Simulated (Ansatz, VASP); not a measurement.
**One calculation of ZnCu, two programs**

```
Zn Cu
1.0
     2.78657    0.00000    0.00000
     0.00000    2.78657    0.00000
     0.00000    0.00000    2.78657
Zn Cu
1 1
Direct
  0.50000 0.50000 0.50000
  0.00000 0.00000 0.00000
```

Alike in both runs: task single point; functional PBEsol; k mesh 14 × 14 × 14; occupations gaussian, width 0.1 eV; no spin polarisation.

|  | VASP | Ansatz |
| --- | --- | --- |
| version | VASP 6.6.1 | Ansatz 0.2.0 |
| potentials or method | VASP PAW PBE potentials, release 64 (Zn, Cu), cutoff 520 eV | scalar-relativistic, plane waves, PAW |
| valence electrons in the cell | 23 | 31 |

```csv
,VASP,Ansatz,Ansatz less VASP
gap on the k mesh at the Fermi level (eV),none,none,-
pressure (GPa),25.1,24.1,-0.94
```

VASP's potentials were made for PBE, not for PBEsol. A gap of «none» marks a metal or a gap that the smearing closes. The functional is the same, so the differences come from potentials, cutoffs and numerics. VASP's potentials hold 23 valence electrons a cell and Ansatz's 31, so a difference there can come from the potentials and not from the codes.
